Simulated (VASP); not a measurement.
A run of VASP 6.6.1 is set up as follows.

The input INCAR:

```
PREC     = Accurate       # precision mode
ENCUT    = 600            # plane-wave cutoff, eV
EDIFF    = 1E-7           # SCF threshold, eV
ISMEAR   = -1             # smearing method
SIGMA    = 0.1            # smearing width, eV
LREAL    = False          # projectors in reciprocal space
LASPH    = True           # aspherical terms in the spheres
NELM     = 60             # most SCF steps
ALGO     = Normal         # electronic algorithm
ISIF     = 3              # what is computed and relaxed
LWAVE    = False          # write WAVECAR
LCHARG   = False          # write CHGCAR
GGA      = PS             # functional
IBRION   = 2              # ionic algorithm
NSW      = 80             # ionic steps
EDIFFG   = -0.02          # ionic threshold
PSTRESS  = 200.0
```

File KPOINTS:

```
regular mesh
0
Gamma
  12 12 12
```

File POSCAR:

```
Li
1.0
    0.0000000000      3.0400000000      3.0400000000
    3.0400000000      0.0000000000      3.0400000000
    3.0400000000      3.0400000000      0.0000000000
Li
2
Direct
    0.0000000000      0.0000000000      0.0000000000
    0.2500000000      0.2500000000      0.2500000000
```

Potentials or basis: VASP PAW PBE potentials, release 64 (Li_sv).

Launch:

```bash
$ cat potpaw_PBE.64/Li_sv/POTCAR > POTCAR
$ mpirun -np 1 vasp_std > vasp.out
```

**Question.** Predict the band gap on the k mesh.

**Answer.** Zero (bands 3 and 4 overlap by 0.17 eV).

**Question.** Predict the relaxed cell.

**Answer.** a = 3.118 Å, b = 3.118 Å, c = 3.118 Å, α = 60.00°, β = 60.00°, γ = 60.00°.

**Question.** What does it give for the space group after relaxing (to 0.1 Å)?

**Answer.** Fd-3m (No. 227).

**Question.** Estimate the relaxed volume.

**Answer.** 10.72 Å³/atom.

Step by step:
```
step  energy change (eV)  largest force (eV/Å)  pressure (GPa)  volume (Å³)
   1              0.0000                0.0000           -0.55        56.19
   2              0.2129                0.0000            5.56        31.68
   3              0.5763                0.0000           12.73        24.94
   4              2.4334                0.0000           56.86        14.46
   5              0.8697                0.0000           18.80        21.91
   6              0.9280                0.0000           20.05        21.43
```

Caveat: the cutoff is under 1.25 times the usual one of these potentials, so pressure, stress and relaxed cells hold a basis-set (Pulay) error; the cell is relaxed towards a set pressure, so the run minimises the enthalpy, not the energy; the volume moved by over 15 % at a fixed basis, so the end points are rough; the PAW data sets were made with another functional, which shifts forces and pressure a little.
